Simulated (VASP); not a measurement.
TaN:

```
Ta N
1.0
     2.73231    0.00000    0.00000
     0.00000    2.73231    0.00000
     0.00000    0.00000    2.73231
Ta N
1 1
Cartesian
  0.0000 0.0000 0.0000
  1.3662 1.3662 1.3662
```

Base run:

```yaml
Program: VASP 6.6.1
Functional: PBEsol
Potentials_or_basis: VASP PAW PBE potentials, release 64 (Ta_pv, N)
Cutoff: 520 eV
k_mesh: 7 × 7 × 7
Occupations: gaussian, width 0.05 eV
Spin: collinear spin, ferromagnetic start
Starting_moments: "[0.5, 0.0] μB"
Hubbard_terms: Ta d U = 4.0 eV
```

Its results: pressure 10.8 GPa; net moment 0.22 μB per cell; site moments Ta +0.18; N +0.00 μB.

Q: The run is repeated on the same cell with these changes: hubbard terms from Ta d U = 4.0 eV to Ta d U = 5.0 eV; further incar settings from ALGO = Normal; EDIFF = 1e-07; NBANDS = 19 to ALGO = Normal; EDIFF = 1e-06; NBANDS = 19. What comes out?

A: Pressure 14.4 GPa; net moment 0.22 μB per cell; site moments Ta +0.18; N -0.00 μB.

Caveats: the PAW data sets were made with another functional, which shifts forces and pressure a little.
